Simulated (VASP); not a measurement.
# Pb in VASP: settings compared

The runs below take Pb through single point, with r2SCAN, PBE.

All numbers are computed with VASP 6.6.1; they aren't measurements. Logs are shortened: lines on timing, memory, paths and dates and some standing lists are left out, and cuts for length are marked.

**1. The cell of the first run**

The structure is monoclinic, space group C2/m (No. 12). The conventional cell has a = 5.995 Å, b = 3.453 Å, c = 6.365 Å, α = 90.00°, β = 109.14°, γ = 90.00°. Pb (site symmetry m) has 10 Pb at 3.29 to 3.46 Å within 4.3 Å.

**2. Single point, r2SCAN**

Contents of POSCAR:

```
Pb
1.0
    2.9975395250     -1.7266640877      0.0000000000
    2.9975395250      1.7266640877      0.0000000000
   -2.0868717998      0.0000000000      6.0128468655
Pb
2
Direct
    0.9085084100      0.9085084100      0.7262922000
    0.0914915900      0.0914915900      0.2737078000
```

Contents of INCAR.step1:

```
SYSTEM = Pb
PREC = Accurate
ENCUT = 520
ISMEAR = -1
SIGMA = 0.05
LREAL = .False.
LASPH = .True.
NELM = 60
NBANDS = 21
GGA = PE
ALGO = Normal
EDIFF = 1E-4
LWAVE = .True.
LCHARG = .False.
```

Contents of INCAR.step2:

```
SYSTEM = Pb
PREC = Accurate
ENCUT = 520
EDIFF = 1E-6
ISMEAR = -1
SIGMA = 0.05
LREAL = .False.
LASPH = .True.
NELM = 60
ALGO = Normal
ISIF = 2
LWAVE = .False.
LCHARG = .False.
METAGGA = R2SCAN
LMIXTAU = .True.
NBANDS = 21
ISTART = 1
```

Contents of KPOINTS:

```
Automatic mesh
0
Gamma
  9 9 5
  0 0 0
```

Potentials or basis: VASP PAW PBE potentials, release 64 (Pb_d).

On the command line:

```bash
$ cat potpaw_PBE.64/Pb_d/POTCAR > POTCAR
$ cp INCAR.step1 INCAR
$ mpirun -np 1 vasp_std > vasp.out
$ cp INCAR.step2 INCAR
$ mpirun -np 1 vasp_std > vasp.out
```

OUTCAR:

```text
SYSTEM = Pb
   PREC = Accurate
   ENCUT = 520
   EDIFF = 1E-6
   ISMEAR = -1
   LREAL = .False.
   LASPH = .True.
   NELM = 60
   ISIF = 2
   METAGGA = R2SCAN
   ISTART = 1

 ion  position               nearest neighbor table
   1  0.909  0.909  0.726-   2 3.29   2 3.36   2 3.36   2 3.40
   2  0.091  0.091  0.274-   1 3.29   1 3.36   1 3.36   1 3.40

  LATTYP: Found a base centered monoclinic cell.
 ALAT       =     5.9950790500
 B/A-ratio  =     0.5760271294
 C/A-ratio  =     1.0616534713
 COS(beta)  =    -0.3278823751

  Lattice vectors:

 A1 = (   2.9975395250,  -1.7266640877,   0.0000000000)
 A2 = (   2.9975395250,   1.7266640877,   0.0000000000)
 A3 = (  -2.0868717998,   0.0000000000,   6.0128468655)

Analysis of symmetry for initial positions (statically):
=====================================================================
 Subroutine PRICEL returns:
 Original cell was already a primitive cell.

 Routine SETGRP: Setting up the symmetry group for a
 base centered monoclinic supercell.

 Subroutine GETGRP returns: Found  4 space group operations
 (whereof  4 operations were pure point group operations)
 out of a pool of  4 trial point group operations.

The static configuration has the point symmetry C_2h.

Analysis of symmetry for dynamics (positions and initial velocities):
=====================================================================
 Subroutine PRICEL returns:
 Original cell was already a primitive cell.

 Routine SETGRP: Setting up the symmetry group for a
 base centered monoclinic supercell.

 Subroutine GETGRP returns: Found  4 space group operations
 (whereof  4 operations were pure point group operations)
 out of a pool of  4 trial point group operations.

The dynamic configuration has the point symmetry C_2h.

 Subroutine INISYM returns: Found  4 space group operations
 (whereof  4 operations are pure point group operations),
 and found     1 'primitive' translations

----------------------------------------------------------------------------------------

                                     Primitive cell

  volume of cell :      62.2419

  direct lattice vectors                    reciprocal lattice vectors
     2.997539525 -1.726664088  0.000000000     0.166803472 -0.289575722  0.057892288
     2.997539525  1.726664088  0.000000000     0.166803472  0.289575722  0.057892288
    -2.086871800  0.000000000  6.012846866     0.000000000  0.000000000  0.166310572

  length of vectors
     3.459279127  3.459279127  6.364696484     0.339159275  0.339159275  0.166310572

  position of ions in fractional coordinates (direct lattice)
     0.908508410  0.908508410  0.726292200
     0.091491590  0.091491590  0.273707800

  ion indices of the primitive-cell ions
   primitive index   ion index
                 1           1
                 2           2

----------------------------------------------------------------------------------------

 KPOINTS: Automatic mesh

Automatic generation of k-mesh.
 Grid dimensions read from file:
 generate k-points for:    9    9    5

 Generating k-lattice:

  Cartesian coordinates                     Fractional coordinates (reciprocal lattice)
     0.018533719 -0.032175080  0.006432476     0.111111111 -0.000000000 -0.000000000
     0.018533719  0.032175080  0.006432476    -0.000000000  0.111111111 -0.000000000
     0.000000000  0.000000000  0.033262114     0.000000000  0.000000000  0.200000000

  Length of vectors
     0.037684364  0.037684364  0.033262114

  Shift w.r.t. Gamma in fractional coordinates (k-lattice)
     0.000000000  0.000000000  0.000000000

 Subroutine IBZKPT returns following result:
 ===========================================

 Found    115 irreducible k-points:

 Following reciprocal coordinates:
            Coordinates               Weight
  0.000000  0.000000  0.000000      1.000000
  0.111111 -0.000000  0.000000      4.000000
  0.222222 -0.000000 -0.000000      4.000000
  0.333333  0.000000 -0.000000      4.000000
  0.444444 -0.000000 -0.000000      4.000000
  0.111111  0.111111 -0.000000      2.000000
[... 16 lines left out ...]
 -0.333333  0.333333  0.000000      2.000000
  0.444444  0.444444 -0.000000      2.000000
 [... further k-points ...]
   k-points           NKPTS =    115   k-points in BZ     NKDIM =    115   number of bands    NBANDS=     21
   number of dos      NEDOS =    301   number of ions     NIONS =      2
   total plane-waves  NPLWV =  37632
   dimension x,y,z NGX =    28 NGY =   28 NGZ =   48
   dimension x,y,z NGXF=    56 NGYF=   56 NGZF=   96
   ions per type =               2
   NGX,Y,Z   is equivalent  to a cutoff of  13.46, 13.46, 12.54 a.u.
   NGXF,Y,Z  is equivalent  to a cutoff of  26.91, 26.91, 25.08 a.u.
 SYSTEM =  Pb
   PREC   = accura    normal or accurate (medium, high low for compatibility)
   ISTART =      1    job   : 0-new  1-cont  2-samecut
   ICHARG =      0    charge: 1-file 2-atom 10-const
   ISPIN  =      1    spin polarized calculation?
   LNONCOLLINEAR =      F non collinear calculations
   LSORBIT =      F    spin-orbit coupling
   LASPH  =      T    aspherical Exc in radial PAW
   ENCUT  =  520.0 eV  38.22 Ry    6.18 a.u.   6.43  6.43 11.83*2*pi/ulx,y,z
   NELM   =     60;   NELMIN=  2; NELMDL=  0     # of ELM steps
   EDIFF  = 0.1E-05   stopping-criterion for ELM
   LREAL  =      F    real-space projection
   EDIFFG = 0.1E-04   stopping-criterion for IOM
   NSW    =      0    number of steps for IOM
   IBRION =     -1    ionic relax: 0-MD 1-quasi-New 2-CG
   NFREE  =      0    steps in history (QN), initial steepest desc. (CG)
   ISIF   =      2    stress and relaxation
   ISYM   =      2    0-nonsym 1-usesym 2-fastsym
   POTIM  = 0.5000    time-step for ionic-motion
   TEBEG  =    0.0;   TEEND  =   0.0 temperature during run
   PSTRESS=    0.0 pullay stress
   NELECT =      28.0000    total number of electrons
   NUPDOWN=      -1.0000    fix difference up-down
   EMIN   =  10.00;   EMAX   =-10.00  energy-range for DOS
   EFERMI =   0.00;   METHOD = LEGACY
   ISMEAR =    -1;   SIGMA  =   0.05  broadening in eV -4-tet -1-fermi 0-gaus
   EFERMI_NEDOS =   21; number of points for ismear=-14 and -15
   IALGO  =     38    algorithm
   IMIX   =      4    mixing-type and parameters
     AMIX     =   0.40;   BMIX     =  1.00
     AMIX_MAG =   1.60;   BMIX_MAG =  1.00
  volume/ion in A,a.u.               =      31.12       210.01
  Fermi-wavevector in a.u.,A,eV,Ry     =   1.254392  2.370457 21.408750  1.573499
  Thomas-Fermi vector in A             =   2.388199
   LORBIT       =      0    0 simple, 1 ext, 2 COOP (PROOUT), +10 PAW based schemes
   METAGGA = R2SCAN    functional components
   LHFCALC =     F    Hartree Fock is set to
   AEXX    =    0.0000 exact exchange contribution
   IVDW    =     0    specifies the selected vdW correction
   LEPSILON=     F    determine dielectric tensor
   LRPA    =     F    only Hartree local field effects (RPA)
 non-spin polarized calculation
  energy-cutoff  :      520.00
  volume of cell :       62.24
 maximum number of plane-waves:      1700
 NGX is ok and might be reduce to    28
   NGX = 13   NGY = 13   NGZ = 23

 number of electron      28.0000001 magnetization

 Free energy of the ion-electron system (eV)
  ---------------------------------------------------
  ext. energy  EPLUGINS =         0.00000000
  ---------------------------------------------------
  free energy    TOTEN  =      -112.46521602 eV

  energy without entropy =     -112.45788545  energy(sigma->0) =     -112.46155074

 E-fermi :   6.8634     XC(G=0): -10.7376

 val. band max:        6.8497101630   @ k =   0.3333   0.2222  -0.0000
 cond. band min:       6.8665358623   @ k =   0.3333   0.3333   0.4000
 fundamental gap:      0.0168256993
 Fermi energy:         6.8634123288

 k-point     1 :       0.0000    0.0000    0.0000
  band No.  band energies     occupation
      1     -10.9366      2.00000
      2     -10.7960      2.00000
      3     -10.7952      2.00000
      4     -10.7916      2.00000
      5     -10.7912      2.00000
      6     -10.7814      2.00000
[... 13 lines left out ...]
     20      17.3330      0.00000
     21      17.6982      0.00000

 k-point     2 :       0.1111   -0.0000    0.0000
  band No.  band energies     occupation
      1     -10.9240      2.00000
      2     -10.8155      2.00000
      3     -10.8007      2.00000
      4     -10.7656      2.00000
      5     -10.7617      2.00000
      6     -10.7402      2.00000
[... 13 lines left out ...]
     20      16.9947      0.00000
     21      18.0858      0.00000

 k-point     3 :       0.2222   -0.0000   -0.0000
  band No.  band energies     occupation
      1     -10.9025      2.00000
      2     -10.8491      2.00000
      3     -10.8240      2.00000
      4     -10.7469      2.00000
      5     -10.7106      2.00000
      6     -10.6830      2.00000
[... 13 lines left out ...]
     20      15.8736      0.00000
     21      17.0924      0.00000

 k-point     4 :       0.3333    0.0000   -0.0000
  band No.  band energies     occupation
      1     -10.9191      2.00000
      2     -10.8732      2.00000
      3     -10.8443      2.00000
      4     -10.8108      2.00000
      5     -10.7069      2.00000
      6     -10.6096      2.00000
[... 13 lines left out ...]
     20      15.2035      0.00000
     21      15.8756      0.00000

 k-point     5 :       0.4444   -0.0000   -0.0000
  band No.  band energies     occupation
      1     -10.9457      2.00000
      2     -10.8965      2.00000
      3     -10.8717      2.00000
      4     -10.8250      2.00000
      5     -10.7157      2.00000
      6     -10.5981      2.00000
[... 13 lines left out ...]
     20      14.9217      0.00000
     21      15.8250      0.00000
[... 382 lines left out ...]
     20      15.7533      0.00000
     21      15.8613      0.00000

 k-point    22 :      -0.4444    0.3333    0.0000
  band No.  band energies     occupation
      1     -10.9065      2.00000
      2     -10.8481      2.00000
      3     -10.7915      2.00000
      4     -10.7639      2.00000
      5     -10.7191      2.00000
      6     -10.6334      2.00000
[... 13 lines left out ...]
     20      15.3227      0.00000
     21      17.2023      0.00000

 k-point    23 :      -0.3333    0.3333    0.0000
  band No.  band energies     occupation
      1     -10.8914      2.00000
      2     -10.8377      2.00000
      3     -10.7933      2.00000
      4     -10.6819      2.00000
      5     -10.6738      2.00000
      6     -10.6617      2.00000
[... 13 lines left out ...]
     20      15.8865      0.00000
     21      17.6553      0.00000

 k-point    24 :       0.4444    0.4444   -0.0000
  band No.  band energies     occupation
      1     -11.0045      2.00000
      2     -10.8493      2.00000
      3     -10.8263      2.00000
      4     -10.7902      2.00000
      5     -10.7901      2.00000
      6     -10.6093      2.00000
[... 13 lines left out ...]
     20      14.6883      0.00000
     21      16.4520      0.00000

 [... further k-points ...]

------------------------ aborting loop because EDIFF is reached ----------------------------------------

  FORCE on cell =-STRESS in cart. coord.  units (eV):
  Direction    XX          YY          ZZ          XY          YZ          ZX
  --------------------------------------------------------------------------------------
  -------------------------------------------------------------------------------------
  Total        0.5692614      0.6358152      0.5174736      0.0000000      0.0000000      0.0190569
  in kB       14.6534333     16.3666051     13.3203567      0.0000000      0.0000000      0.4905474
  external PRESSURE =      14.7801317 kB  Pullay stress =       0.0000000 kB

 VOLUME and BASIS-vectors are now :
 -----------------------------------------------------------------------------
  energy-cutoff  :      520.00
  volume of cell :       62.24
      direct lattice vectors                 reciprocal lattice vectors
     2.997539525 -1.726664088  0.000000000     0.166803472 -0.289575722  0.057892288
     2.997539525  1.726664088  0.000000000     0.166803472  0.289575722  0.057892288
    -2.086871800  0.000000000  6.012846866     0.000000000  0.000000000  0.166310572

 POSITION                                       TOTAL-FORCE (eV/Angst)
 -----------------------------------------------------------------------------------
      3.93090      0.00000      4.36708         0.028369      0.000000     -0.067346
     -0.02269      0.00000      1.64576        -0.028369      0.000000      0.067346
 -----------------------------------------------------------------------------------
    total drift:                                0.000000      0.000000     -0.000000

  FREE ENERGIE OF THE ION-ELECTRON SYSTEM (eV)
  ---------------------------------------------------
  free  energy   TOTEN  =      -112.4652160248 eV

  energy  without entropy=     -112.4578854460  energy(sigma->0) =     -112.46155074
```

It took 4.2 min on 1 thread of Intel Xeon 6975P-C (Granite Rapids), shared host; peak memory 0.27 GiB.

Results:

| Property | Result |
| --- | --- |
| Free energy | -112.4652 eV |
| Pressure | 1.5 GPa |
| Largest force | 0.073 eV/Å |
| Band gap on the k mesh | zero (band 14 reaches 13.67 eV, above the bottom of band 15 at 5.38 eV) |

Forces in eV/Å, atoms in the order of the input:
```
Pb   0.028  0.000 -0.067
Pb  -0.028  0.000  0.067
```

Caveat: the PAW data sets were made with another functional, which shifts forces and pressure a little; spin-orbit coupling is left out, which moves the levels of the heavy elements.

(Part 1 of 2 ends here.)
